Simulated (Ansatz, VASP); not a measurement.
## One calculation of BaTe, two programs

POSCAR

```
BaTe
1.0
   -0.0151347468      3.8990239194      3.8990239194
    3.8990239194     -0.0151347468      3.8990239194
    3.8990239194      3.8990239194     -0.0151347468
Ba Te
1 1
Direct
   -0.0004189613     -0.0004189613     -0.0004189613
    0.2504189613      0.2504189613      0.2504189613
```

File INCAR.step1:

```
SYSTEM = BaTe
PREC = Accurate
ENCUT = 520
ISMEAR = 0
SIGMA = 0.01
LREAL = .FALSE.
LASPH = .TRUE.
NELM = 60
NBANDS = 15
GGA = PE
ALGO = Normal
EDIFF = 1E-4
LWAVE = .TRUE.
LCHARG = .FALSE.
```

File INCAR.step2:

```
SYSTEM = BaTe
PREC = Accurate
ENCUT = 520
EDIFF = 1E-7
ISMEAR = 0
SIGMA = 0.01
LREAL = .FALSE.
LASPH = .TRUE.
NELM = 60
ALGO = Normal
ISIF = 2
LWAVE = .FALSE.
LCHARG = .FALSE.
METAGGA = R2SCAN
LMIXTAU = .TRUE.
NBANDS = 15
ISTART = 1
```

KPOINTS

```
Automatic mesh
0
G
  6 6 6
  0 0 0
```

Input for Ansatz:

```yaml
crystal:
  lattice:
    - [-0.0151347468, 3.8990239194, 3.8990239194]
    - [3.8990239194, -0.0151347468, 3.8990239194]
    - [3.8990239194, 3.8990239194, -0.0151347468]
  atoms:
    - { symbol: Ba, position: [-0.0004189613, -0.0004189613, -0.0004189613] }
    - { symbol: Te, position: [0.2504189613, 0.2504189613, 0.2504189613] }
kpoints:
  mp_grid: { grid: [6, 6, 6] }
  band_path:
    path:
      - [0.0, 0.0, 0.0]
      - [-0.5, -0.5, 0.0]
      - [-0.375, -0.375, 0.25]
      - [-0.375, 0.0, 0.375]
      - [0.0, 0.0, 0.5]
      - [-0.5, -0.25, 0.25]
    npoints: 1
hamiltonian:
  xc: r2scan
scf:
  occupations: { method: fixed }
  n_extra_bands: 4
output:
  forces: true
  stress: true
  eigenvalues: true
```

Change from the starting cell: shear_111 strain -0.6%.

Alike in both runs: task single point; functional r2SCAN; k mesh 6 × 6 × 6; no spin polarisation.

|  | VASP | Ansatz |
| --- | --- | --- |
| version | VASP 6.6.1 | Ansatz 0.2.0 |
| potentials or method | VASP PAW PBE potentials, release 64 (Ba_sv, Te) | plane waves, PAW |
| plane-wave cutoff (eV) | 520 | 500 |
| occupations | gaussian, width 0.01 eV | fixed |
| valence electrons in the cell | 16 | 26 |

Ansatz gave:

```
gap on the k mesh at the Fermi level (eV) : 2.95
pressure (GPa)                            : 0.1
```

**Question.** Estimate VASP's values.

**Answer.** gap on the k mesh at the Fermi level (eV): 2.95; pressure (GPa): 0.3.

VASP's potentials were made for PBE, not for r2SCAN. VASP's potentials hold 16 valence electrons a cell and Ansatz's 26, so a difference there can come from the potentials and not from the codes.

Spin-orbit coupling is off throughout.
